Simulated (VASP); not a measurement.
Crystal: Fe.

```xyz
1
Lattice="-1.4430 1.4430 1.4430 1.4430 -1.4430 1.4430 1.4430 1.4430 -1.4430" Properties=species:S:1:pos:R:3 pbc="T T T"
Fe    0.0000    0.0000    0.0000
```

| Property | Result |
| --- | --- |
| Program | VASP 6.6.1 |
| Task | relaxation of cell and atoms |
| Functional | revPBE |
| Dispersion | D3(BJ) |
| Potentials or basis | VASP PAW PBE potentials, release 64 (Fe) |
| Cutoff | 600 eV |
| k mesh | 13 × 13 × 13 |
| Occupations | fermi-dirac, width 0.05 eV |
| Spin | collinear spin, ferromagnetic start |
| Starting moments | [3.0] μB |

At the start: pressure -13.6 GPa; volume 12.02 Å³/atom.

Problem. Where does the relaxation end?

Solution. Over 3 steps the energy falls by 52.8 meV/atom and the volume is 10.96 Å³/atom (-8.8 %); space group Im-3m (No. 229, to 0.1 Å) before and after; moment 2.10 μB per cell.

The path:
```tsv
step	energy change (eV)	largest force (eV/Å)	pressure (GPa)	volume (Å³)
1	0.0000	0.0000	-13.61	12.02
2	-0.0254	0.0000	14.65	10.33
3	-0.0528	0.0000	0.12	10.96
```

Final structure:
```yaml
crystal:
  lattice:
    - [-1.39923, 1.39923, 1.39923]
    - [1.39923, -1.39923, 1.39923]
    - [1.39923, 1.39923, -1.39923]
  atoms:
    - { symbol: Fe, position: [0.00000, 0.00000, 0.00000] }
```

Caveat: the PAW data sets were made with another functional, which shifts forces and pressure a little.
